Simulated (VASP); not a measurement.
CdS: single point with LDA

CdS:

```
CELL_PARAMETERS angstrom
4.40853 0.00000 0.00000
-2.20426 3.81790 0.00000
0.00000 0.00000 5.74812
ATOMIC_POSITIONS crystal
Cd 0.33333 0.66667 0.25000
Cd 0.66667 0.33333 0.75000
S 0.66667 0.33333 0.25000
S 0.33333 0.66667 0.75000
```

| Property | Result |
| --- | --- |
| Program | VASP 6.6.1 |
| Task | single point |
| Functional | LDA |
| Potentials or basis | VASP PAW LDA potentials, release 64 (Cd, S) |
| Cutoff | 520 eV |
| k mesh | 6 × 6 × 4 |
| Occupations | gaussian, width 0.01 eV |
| Spin | no spin polarisation |
| Dipole correction | no |
| Further INCAR settings | ALGO = Normal; EDIFF = 1e-06; NBANDS = 26 |

```json
{"Pressure": "-3.5 GPa", "Band gap on the k mesh": "0.74 eV, indirect (least direct gap 1.02 eV)"}
```

Stress tensor (GPa, compression positive):
```
-3.62  0.00  0.00
 0.00 -3.62  0.00
 0.00  0.00 -3.20
```

Levels at points of the mesh, in eV from the valence-band top:
| k point | band 16 | band 17 | band 18 | band 19 | band 20 | band 21 |
| --- | --- | --- | --- | --- | --- | --- |
| (0.00, 0.00, 0.00) | -0.35 | -0.29 | -0.29 | 0.74 | 0.81 | 5.46 |
| (0.50, 0.00, 0.00) | -2.47 | -1.35 | -1.14 | 2.27 | 3.56 | 5.96 |
| (0.00, 0.00, 0.50) | -0.74 | -0.74 | -0.74 | 2.69 | 2.69 | 5.61 |
| (0.50, 0.00, 0.50) | -1.83 | -0.40 | -0.40 | 3.60 | 3.60 | 4.91 |

It took 35 s on 1 thread of AMD EPYC 9R45 96-Core Processor (Zen 5), on a shared host, peak memory 0.19 GiB.

A k mesh can miss the band edges.
